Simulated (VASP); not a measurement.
# CsH2 (P6/mmm) in VASP: further runs

Runs on CsH2. Level: PBE. Tasks: relaxation of cell and atoms.

Everything below comes from runs of VASP 6.6.1. Logs are shortened: lines on timing, memory, paths and dates and some standing lists are left out, and cuts for length are marked.

## Step 1: The cell of the first run

It takes space group P6/mmm (No. 191, hexagonal). The conventional cell has a = 3.865 Å, b = 3.865 Å, c = 4.174 Å, α = 90.00°, β = 90.00°, γ = 120.00°. Cs (site symmetry 6/mmm) has 12 H at 3.06 Å and 6 Cs at 3.87 Å within 4.0 Å. Within 3.1 Å of H (site symmetry -6m2) lie 3 H at 2.23 Å and 6 Cs at 3.06 Å.

## Step 2: Relaxation of cell and atoms, PBE

The input, INCAR:

```
SYSTEM = CsH2
ALGO = Normal
EDIFF = 1E-6
EDIFFG = -0.01
ENCUT = 600
GGA = PE
IBRION = 2
ISIF = 3
ISMEAR = 0
LASPH = .True.
LCHARG = .False.
LREAL = .False.
LWAVE = .False.
NELM = 60
NSW = 100
PREC = Accurate
SIGMA = 0.1
```

The input, KPOINTS:

```
k-points
0
Gamma
  12 12 12
  0 0 0
```

The input, POSCAR:

```
CsH2
1.0
    3.8654360095      0.0000000000      0.0000000000
   -1.9327180047      3.3475657809      0.0000000000
    0.0000000000      0.0000000000      4.1736435318
Cs H
1 2
Direct
    0.0000000000      0.0000000000      0.0000000000
    0.3333333333      0.6666666667      0.5000000000
    0.6666666667      0.3333333333      0.5000000000
```

Potentials or basis: VASP PAW PBE potentials, release 64 (Cs_sv, H).

Run with:

```sh
> cat potpaw_PBE.64/Cs_sv/POTCAR potpaw_PBE.64/H/POTCAR > POTCAR
> mpirun -np 1 vasp_std > vasp.out
```

OUTCAR:

```text
SYSTEM = CsH2
   EDIFF = 1E-6
   EDIFFG = -0.01
   ENCUT = 600
   GGA = PE
   IBRION = 2
   ISIF = 3
   ISMEAR = 0
   LASPH = .True.
   LREAL = .False.
   NELM = 60
   NSW = 100
   PREC = Accurate

 ion  position               nearest neighbor table
   1  0.000  0.000  0.000-
   2  0.333  0.667  0.500-
   3  0.667  0.333  0.500-

  LATTYP: Found a hexagonal cell.
 ALAT       =     3.8654360095
 C/A-ratio  =     1.0797342193

  Lattice vectors:

 A1 = (   3.8654360095,   0.0000000000,   0.0000000000)
 A2 = (  -1.9327180047,   3.3475657809,   0.0000000000)
 A3 = (   0.0000000000,   0.0000000000,   4.1736435318)

Analysis of symmetry for initial positions (statically):
=====================================================================
 Subroutine PRICEL returns:
 Original cell was already a primitive cell.

 Routine SETGRP: Setting up the symmetry group for a
 hexagonal supercell.

 Subroutine GETGRP returns: Found 24 space group operations
 (whereof 24 operations were pure point group operations)
 out of a pool of 24 trial point group operations.

The static configuration has the point symmetry D_6h.

Analysis of symmetry for dynamics (positions and initial velocities):
=====================================================================
 Subroutine PRICEL returns:
 Original cell was already a primitive cell.

 Routine SETGRP: Setting up the symmetry group for a
 hexagonal supercell.

 Subroutine GETGRP returns: Found 24 space group operations
 (whereof 24 operations were pure point group operations)
 out of a pool of 24 trial point group operations.

The dynamic configuration has the point symmetry D_6h.

 Subroutine INISYM returns: Found 24 space group operations
 (whereof 24 operations are pure point group operations),
 and found     1 'primitive' translations

----------------------------------------------------------------------------------------

                                     Primitive cell

  volume of cell :      54.0061

  direct lattice vectors                    reciprocal lattice vectors
     3.865436010  0.000000000  0.000000000     0.258703028  0.149362263  0.000000000
    -1.932718005  3.347565781  0.000000000     0.000000000  0.298724526  0.000000000
     0.000000000  0.000000000  4.173643532     0.000000000  0.000000000  0.239598804

  length of vectors
     3.865436010  3.865436009  4.173643532     0.298724526  0.298724526  0.239598804

  position of ions in fractional coordinates (direct lattice)
     0.000000000  0.000000000  0.000000000
     0.333333333  0.666666667  0.500000000
     0.666666667  0.333333333  0.500000000

  ion indices of the primitive-cell ions
   primitive index   ion index
                 1           1
                 2           2
                 3           3

----------------------------------------------------------------------------------------

 KPOINTS: k-points

Automatic generation of k-mesh.
 Grid dimensions read from file:
 generate k-points for:   12   12   12

 Generating k-lattice:

  Cartesian coordinates                     Fractional coordinates (reciprocal lattice)
     0.021558586  0.012446855  0.000000000     0.083333333 -0.000000000  0.000000000
     0.000000000  0.024893710  0.000000000     0.000000000  0.083333333  0.000000000
     0.000000000  0.000000000  0.019966567     0.000000000  0.000000000  0.083333333

  Length of vectors
     0.024893710  0.024893710  0.019966567

  Shift w.r.t. Gamma in fractional coordinates (k-lattice)
     0.000000000  0.000000000  0.000000000

 Subroutine IBZKPT returns following result:
 ===========================================

 Found    133 irreducible k-points:

 Following reciprocal coordinates:
            Coordinates               Weight
  0.000000  0.000000  0.000000      1.000000
  0.083333  0.000000  0.000000      6.000000
  0.166667  0.000000  0.000000      6.000000
  0.250000  0.000000  0.000000      6.000000
  0.333333  0.000000  0.000000      6.000000
  0.416667  0.000000  0.000000      6.000000
[... 16 lines left out ...]
  0.250000  0.000000  0.083333     12.000000
  0.333333  0.000000  0.083333     12.000000
 [... further k-points ...]
   k-points           NKPTS =    133   k-points in BZ     NKDIM =    133   number of bands    NBANDS=      9
   number of dos      NEDOS =    301   number of ions     NIONS =      3
   total plane-waves  NPLWV =  36864
   dimension x,y,z NGX =    32 NGY =   32 NGZ =   36
   dimension x,y,z NGXF=    64 NGYF=   64 NGZF=   72
   ions per type =               1   2
   NGX,Y,Z   is equivalent  to a cutoff of  13.76, 13.76, 14.34 a.u.
   NGXF,Y,Z  is equivalent  to a cutoff of  27.53, 27.53, 28.68 a.u.
 SYSTEM =  CsH2
   PREC   = accura    normal or accurate (medium, high low for compatibility)
   ISTART =      0    job   : 0-new  1-cont  2-samecut
   ICHARG =      2    charge: 1-file 2-atom 10-const
   ISPIN  =      1    spin polarized calculation?
   LNONCOLLINEAR =      F non collinear calculations
   LSORBIT =      F    spin-orbit coupling
   LASPH  =      T    aspherical Exc in radial PAW
   ENCUT  =  600.0 eV  44.10 Ry    6.64 a.u.   7.72  7.72  8.34*2*pi/ulx,y,z
   NELM   =     60;   NELMIN=  2; NELMDL= -5     # of ELM steps
   EDIFF  = 0.1E-05   stopping-criterion for ELM
   LREAL  =      F    real-space projection
   EDIFFG = -.1E-01   stopping-criterion for IOM
   NSW    =    100    number of steps for IOM
   IBRION =      2    ionic relax: 0-MD 1-quasi-New 2-CG
   NFREE  =      1    steps in history (QN), initial steepest desc. (CG)
   ISIF   =      3    stress and relaxation
   ISYM   =      2    0-nonsym 1-usesym 2-fastsym
   POTIM  = 0.5000    time-step for ionic-motion
   TEBEG  =    0.0;   TEEND  =   0.0 temperature during run
   PSTRESS=    0.0 pullay stress
   NELECT =      11.0000    total number of electrons
   NUPDOWN=      -1.0000    fix difference up-down
   EMIN   =  10.00;   EMAX   =-10.00  energy-range for DOS
   EFERMI =   0.00;   METHOD = LEGACY
   ISMEAR =     0;   SIGMA  =   0.10  broadening in eV -4-tet -1-fermi 0-gaus
   EFERMI_NEDOS =   21; number of points for ismear=-14 and -15
   IALGO  =     38    algorithm
   IMIX   =      4    mixing-type and parameters
     AMIX     =   0.40;   BMIX     =  1.00
     AMIX_MAG =   1.60;   BMIX_MAG =  1.00
  volume/ion in A,a.u.               =      18.00       121.48
  Fermi-wavevector in a.u.,A,eV,Ry     =   0.963218  1.820219 12.623343  0.927790
  Thomas-Fermi vector in A             =   2.092745
   LORBIT       =      0    0 simple, 1 ext, 2 COOP (PROOUT), +10 PAW based schemes
   GGA     = PE    functional components
   LHFCALC =     F    Hartree Fock is set to
   AEXX    =    0.0000 exact exchange contribution
   IVDW    =     0    specifies the selected vdW correction
   LEPSILON=     F    determine dielectric tensor
   LRPA    =     F    only Hartree local field effects (RPA)
 conjugate gradient relaxation of ions
 non-spin polarized calculation
 Gauss-broadening in eV      SIGMA  =   0.10
  energy-cutoff  :      600.00
  volume of cell :       54.01
 maximum number of plane-waves:      1835
 NGX is ok and might be reduce to    32
   NGX = 15   NGY = 15   NGZ = 17

--------------------------------------- Ionic step        1  -------------------------------------------

 number of electron      11.0000000 magnetization

 Free energy of the ion-electron system (eV)
  ---------------------------------------------------
  ext. energy  EPLUGINS =         0.00000000
  ---------------------------------------------------
  free energy    TOTEN  =        -6.16785260 eV

  energy without entropy =       -6.16075241  energy(sigma->0) =       -6.16430250

------------------------ aborting loop because EDIFF is reached ----------------------------------------

  FORCE on cell =-STRESS in cart. coord.  units (eV):
  Direction    XX          YY          ZZ          XY          YZ          ZX
  --------------------------------------------------------------------------------------
  -------------------------------------------------------------------------------------
  Total        0.5052236      0.5052236      0.1750551      0.0000000     -0.0000000      0.0000000
  in kB       14.9882622     14.9882622      5.1932881      0.0000000     -0.0000000      0.0000000
  external PRESSURE =      11.7232708 kB  Pullay stress =       0.0000000 kB
[... 170 lines left out ...]
  energy  without entropy=       -6.1801904162  energy(sigma->0) =       -6.18365542

--------------------------------------- Ionic step        6  -------------------------------------------

 number of electron      11.0000002 magnetization

 Free energy of the ion-electron system (eV)
  ---------------------------------------------------
  ext. energy  EPLUGINS =         0.00000000
  ---------------------------------------------------
  free energy    TOTEN  =        -6.18797410 eV

  energy without entropy =       -6.18109782  energy(sigma->0) =       -6.18453596

 E-fermi :   0.4702     XC(G=0):  -8.2538

 val. band max:        0.4563906873   @ k =   0.2500   0.1667   0.1667
 cond. band min:       0.4735531125   @ k =   0.3333   0.0000   0.0000
 fundamental gap:      0.0171624252
 Fermi energy:         0.4701706622

 k-point     1 :       0.0000    0.0000    0.0000
  band No.  band energies     occupation
      1     -20.7304      2.00000
      2      -7.1156      2.00000
      3      -6.8909      2.00000
      4      -6.8909      2.00000
      5      -3.1632      2.00000
      6       2.5041      0.00000
      7       4.0456      0.00000
      8       5.8923      0.00000
      9       5.8923      0.00000
[... 265 lines left out ...]
 k-point    24 :       0.3333    0.0000    0.0833
  band No.  band energies     occupation
      1     -20.5849      2.00000
      2      -8.1331      2.00000
      3      -7.1391      2.00000
      4      -7.0093      2.00000
      5      -1.6564      2.00000
      6       0.4793      0.89743
      7       5.0792      0.00000
      8       6.1683      0.00000
      9       7.0419      0.00000

 [... further k-points ...]

------------------------ aborting loop because EDIFF is reached ----------------------------------------

  FORCE on cell =-STRESS in cart. coord.  units (eV):
  Direction    XX          YY          ZZ          XY          YZ          ZX
  --------------------------------------------------------------------------------------
  -------------------------------------------------------------------------------------
  Total        0.0075335      0.0075335      0.0142424      0.0000000     -0.0000000      0.0000000
  in kB        0.2068264      0.2068264      0.3910133      0.0000000     -0.0000000      0.0000000
  external PRESSURE =       0.2682220 kB  Pullay stress =       0.0000000 kB
[... 18 lines left out ...]
  FREE ENERGIE OF THE ION-ELECTRON SYSTEM (eV)
  ---------------------------------------------------
  free  energy   TOTEN  =        -6.1879740955 eV

  energy  without entropy=       -6.1810978206  energy(sigma->0) =       -6.18453596

 reached required accuracy - stopping structural energy minimisation
```

Wall time 3.1 min (1 thread of Intel Xeon 6975P-C (Granite Rapids), shared host); peak memory 0.25 GiB.

Results:

| Quantity | Value |
| --- | --- |
| Free energy | -6.1880 eV |
| Relaxed volume | 19.45 Å³/atom |
| Relaxed cell | a = 4.028 Å, b = 4.028 Å, c = 4.154 Å, α = 90.00°, β = 90.00°, γ = 120.00° |
| Space group after relaxing (to 0.1 Å) | P6/mmm (No. 191) |
| Energy gained by relaxing | 6.7 meV/atom |
| Ionic steps | 6 |
| Pressure after relaxing | 0.0 GPa |
| Band gap on the k mesh | zero (an odd number of electrons rules out a gap without spin polarisation) |

The path:
```
step  energy change (eV)  largest force (eV/Å)  pressure (GPa)  volume (Å³)
   1              0.0000                0.0000            1.17        54.01
   2             -0.0076                0.0000            0.82        55.04
   3             -0.0172                0.0000            0.09        57.57
   4             -0.0179                0.0000           -0.14        58.45
   5             -0.0193                0.0000           -0.09        58.42
   6             -0.0201                0.0000            0.03        58.36
```

Final structure:
```cif
data_structure
_symmetry_space_group_name_H-M 'P 1'
_symmetry_Int_Tables_number 1
_cell_length_a 4.0275
_cell_length_b 4.0275
_cell_length_c 4.1543
_cell_angle_alpha 90.000
_cell_angle_beta 90.000
_cell_angle_gamma 120.000
_cell_volume 58.36
loop_
_atom_site_label
_atom_site_type_symbol
_atom_site_fract_x
_atom_site_fract_y
_atom_site_fract_z
_atom_site_occupancy
Cs1 Cs 0.00000 0.00000 0.00000 1
H1 H 0.33333 0.66667 0.50000 1
H2 H 0.66667 0.33333 0.50000 1
```

Caveat: spin-orbit coupling is left out, which moves the levels of the heavy elements; an odd number of electrons without spin polarisation forces a metal; a magnetic or distorted state may lie lower.

[end of part 1 of 2]
